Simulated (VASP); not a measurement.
# BeS (F-43m) in VASP: a series of runs, part 2 of 2

VASP 6.6.1. The steps go on from the part before.

## (3) Relaxation of cell and atoms, PBEsol, target pressure 2 GPa, at which the enthalpy is minimised

The input, INCAR:

```
SYSTEM = BeS
  PREC = Accurate
  ENCUT = 600
  EDIFF = 1E-7
  ISMEAR = 0
  SIGMA = 0.01
  LREAL = .FALSE.
  LASPH = .TRUE.
  NELM = 80
  ALGO = Normal
  ISIF = 3
  LWAVE = .FALSE.
  LCHARG = .FALSE.
  GGA = PS
  IBRION = 2
  NSW = 100
  EDIFFG = -0.002
  PSTRESS = 20.0
```

The input, KPOINTS:

```
Automatic mesh
0
G
  8 8 8
  0 0 0
```

The input, POSCAR:

```
BeS
1.0
    2.4189645438      2.4189645438      0.0000000000
   -2.4189645438      2.4189645438      0.0000000000
    0.0000000000      2.4189645438      2.4189645438
Be S
1 1
Direct
    0.0000000000      0.0000000000      0.0000000000
    0.7500000000      0.2500000000      0.5000000000
```

Potentials or basis: VASP PAW PBE potentials, release 64 (Be, S).

Run with:

```bash
cat potpaw_PBE.64/Be/POTCAR potpaw_PBE.64/S/POTCAR > POTCAR
mpirun -np 1 vasp_std > vasp.out
```

Run time: 26 s. Hardware: 1 thread of Intel Xeon Platinum 8259CL at 2.50GHz (Skylake/Cascade Lake), shared host; peak memory 0.15 GiB.

The run converged. Its results:

| Quantity | Value |
| --- | --- |
| Free energy | -10.5609 eV |
| Relaxed volume | 13.90 Å³/atom |
| Relaxed cell | a = 3.401 Å, b = 3.401 Å, c = 3.401 Å, α = 60.00°, β = 60.00°, γ = 90.00° |
| Space group after relaxing (to 0.05 Å) | F-43m (No. 216) |
| Energy change on relaxing (the enthalpy is what falls) | +1.7 meV/atom |
| Ionic steps | 3 |
| Pressure after relaxing | 2.0 GPa |
| Band gap on the k mesh | 2.87 eV, indirect (least direct gap 5.60 eV) |

The path:
| step | energy change (eV) | largest force (eV/Å) | pressure (GPa) | volume (Å³) |
| --- | --- | --- | --- | --- |
| 1 | 0.0000 | 0.0000 | 0.19 | 28.31 |
| 2 | 0.0055 | 0.0000 | 2.56 | 27.66 |
| 3 | 0.0034 | 0.0000 | 2.00 | 27.80 |

Final structure:
```xyz
2
Lattice="2.4045 2.4045 0.0000 -2.4045 2.4045 0.0000 0.0000 2.4045 2.4045" Properties=species:S:1:pos:R:3 pbc="T T T"
Be    0.0000    0.0000    0.0000
S     1.2023    3.6068    1.2023
```

Levels at points of the mesh, in eV from the valence-band top:
```csv
k point,band 1,band 2,band 3,band 4,band 5,band 6,band 7,band 8
"(0.00, 0.00, 0.00)",-13.89,0.00,0.00,0.00,5.60,5.60,5.60,5.92
"(0.50, 0.00, 0.00)",-12.19,-6.03,-1.08,-1.08,5.47,6.47,6.47,11.09
"(0.50, 0.50, 0.00)",-11.61,-5.20,-2.76,-2.76,2.87,4.79,12.95,12.95
```

Caveat: the cell is relaxed towards a set pressure, so the enthalpy falls and the energy may rise; the PAW data sets were made with another functional, which shifts forces and pressure a little.

## (4) Relaxation of cell and atoms, PBEsol, target pressure 4 GPa, at which the enthalpy is minimised

The input, INCAR:

```
SYSTEM = BeS
PREC     = Accurate       ! precision mode
ENCUT    = 600            ! plane-wave cutoff, eV
EDIFF    = 1E-6           ! SCF threshold, eV
ISMEAR   = 0              ! smearing method
SIGMA    = 0.01           ! smearing width, eV
LREAL    = .False.        ! projectors in reciprocal space
LASPH    = .True.         ! aspherical terms in the spheres
NELM     = 80             ! most SCF steps
ALGO     = Normal         ! electronic algorithm
ISIF     = 3              ! what is computed and relaxed
LWAVE    = .False.        ! write WAVECAR
LCHARG   = .False.        ! write CHGCAR
GGA      = PS             ! functional
IBRION   = 2              ! ionic algorithm
NSW      = 100            ! ionic steps
EDIFFG   = -0.002         ! ionic threshold
PSTRESS  = 40.0
```

The input, KPOINTS:

```
regular mesh
0
Gamma
  8 8 8
  0 0 0
```

POSCAR is that of step 3.

Potentials or basis: VASP PAW PBE potentials, release 64 (Be, S).

Run with:

```bash
cat potpaw_PBE.64/Be/POTCAR potpaw_PBE.64/S/POTCAR > POTCAR
mpirun -np 1 vasp_std > vasp.out
```

OUTCAR:

```text
SYSTEM = BeS
   PREC = Accurate
   ENCUT = 600
   EDIFF = 1E-6
   ISMEAR = 0
   LREAL = .False.
   LASPH = .True.
   NELM = 80
   ISIF = 3
   GGA = PS
   IBRION = 2
   NSW = 100
   EDIFFG = -0.002
   PSTRESS = 40.0

 ion  position               nearest neighbor table
   1  0.000  0.000  0.000-   2 2.09   2 2.09   2 2.09   2 2.09
   2  0.750  0.250  0.500-   1 2.09   1 2.09   1 2.09   1 2.09

  LATTYP: Found a face centered cubic cell.
 ALAT       =     4.8379290876

  Lattice vectors:

 A1 = (   0.0000000000,   2.4189645438,   2.4189645438)
 A2 = (   2.4189645438,   0.0000000000,   2.4189645438)
 A3 = (   2.4189645438,   2.4189645438,   0.0000000000)

Analysis of symmetry for initial positions (statically):
=====================================================================
 Subroutine PRICEL returns:
 Original cell was already a primitive cell.

 Routine SETGRP: Setting up the symmetry group for a
 face centered cubic supercell.

[... 173 lines left out ...]
 fundamental gap:      2.9111803596
 Fermi energy:         4.3393271274

 k-point     1 :       0.0000    0.0000    0.0000
  band No.  band energies     occupation
      1      -9.5464      2.00000
      2       4.2219      2.00000
      3       4.2219      2.00000
      4       4.2219      2.00000
      5       9.8284      0.00000
      6       9.8284      0.00000
      7       9.8284      0.00000
      8       9.9911      0.00000
[... 328 lines left out ...]
--------------------------------------- Ionic step        3  -------------------------------------------

 number of electron       8.0000001 magnetization

 Free energy of the ion-electron system (eV)
  ---------------------------------------------------
  ext. energy  EPLUGINS =         0.00000000
  ---------------------------------------------------
  free energy    TOTEN  =       -10.55141597 eV

  energy without entropy =      -10.55141597  energy(sigma->0) =      -10.55141597

 E-fermi :   4.6743     XC(G=0): -10.0817

 val. band max:        4.6110748996   @ k =   0.0000   0.0000   0.0000
 cond. band min:       7.4358122119   @ k =   0.5000   0.5000   0.0000
 fundamental gap:      2.8247373122
 Fermi energy:         4.6742646379

 k-point     1 :       0.0000    0.0000    0.0000
  band No.  band energies     occupation
      1      -9.4127      2.00000
      2       4.6111      2.00000
      3       4.6111      2.00000
      4       4.6111      2.00000
      5      10.1964      0.00000
      6      10.1964      0.00000
      7      10.1964      0.00000
      8      10.6913      0.00000
[... 286 lines left out ...]
  energy  without entropy=      -10.5514159674  energy(sigma->0) =      -10.55141597

  enthalpy is  TOTEN    =        -9.8700050714 eV   P V=        0.6814108960

 reached required accuracy - stopping structural energy minimisation
```

CONTCAR:

```text
BeS
   1.00000000000000
     2.3896991168200477    2.3896991168200477    0.0000000000000000
    -2.3896991168200477    2.3896991168200477    0.0000000000000000
    -0.0000000000000000    2.3896991168200477    2.3896991168200477
  Be              S
     1     1
Direct
     0.0000000000000000    0.0000000000000000    1.0000000000000000
     0.7500000000000000    0.2500000000000000    0.5000000000000000

  0.00000000E+00  0.00000000E+00  0.00000000E+00
  0.00000000E+00  0.00000000E+00  0.00000000E+00
```

It took 17 s on 1 thread of Intel Xeon Platinum 8259CL at 2.50GHz (Skylake/Cascade Lake), shared host; peak memory 0.15 GiB.

What came out:

```
Free energy                                            : -10.5514 eV
Relaxed volume                                         : 13.65 Å³/atom
Relaxed cell                                           : a = 3.380 Å, b = 3.380 Å, c = 3.380 Å, α = 60.00°, β = 60.00°, γ = 90.00°
Space group after relaxing (to 0.05 Å)                 : F-43m (No. 216)
Energy change on relaxing (the enthalpy is what falls) : +6.5 meV/atom
Ionic steps                                            : 3
Pressure after relaxing                                : 4.0 GPa
Band gap on the k mesh                                 : 2.82 eV, indirect (least direct gap 5.59 eV)
```

Step by step:
```tsv
step	energy change (eV)	largest force (eV/Å)	pressure (GPa)	volume (Å³)
1	0.0000	0.0000	0.19	28.31
2	0.0230	0.0000	5.44	26.95
3	0.0129	0.0000	4.00	27.29
```

Final structure:
```cif
data_structure
_symmetry_space_group_name_H-M 'P 1'
_symmetry_Int_Tables_number 1
_cell_length_a 3.3795
_cell_length_b 3.3795
_cell_length_c 3.3795
_cell_angle_alpha 60.000
_cell_angle_beta 60.000
_cell_angle_gamma 90.000
_cell_volume 27.29
loop_
_atom_site_label
_atom_site_type_symbol
_atom_site_fract_x
_atom_site_fract_y
_atom_site_fract_z
_atom_site_occupancy
Be1 Be 0.00000 0.00000 0.00000 1
S1 S 0.75000 0.25000 0.50000 1
```

Caveat: the cell is relaxed towards a set pressure, so the enthalpy falls and the energy may rise; the PAW data sets were made with another functional, which shifts forces and pressure a little. As with any semilocal functional, this PBEsol gap is likely too small.

## (5) The runs side by side

| cell | gap on the mesh (eV) | pressure (GPa) |
| --- | --- | --- |
| relaxed to -2 GPa | 2.96 | -2.0 |
| relaxed to 2 GPa | 2.87 | 2.0 |
| relaxed to 4 GPa | 2.82 | 4.0 |

Alike in all rows: task relaxation of cell and atoms; level PBEsol; potentials or basis VASP PAW PBE potentials, release 64 (Be, S); no spin polarisation; k mesh 8 × 8 × 8; cutoff (eV) 600; smearing gaussian 0.01 eV.

Caveats: the cell is relaxed towards a set pressure, so the enthalpy falls and the energy may rise; the PAW data sets were made with another functional, which shifts forces and pressure a little.

Total energies depend on the potentials used, so only differences within one code and one set of settings carry meaning.
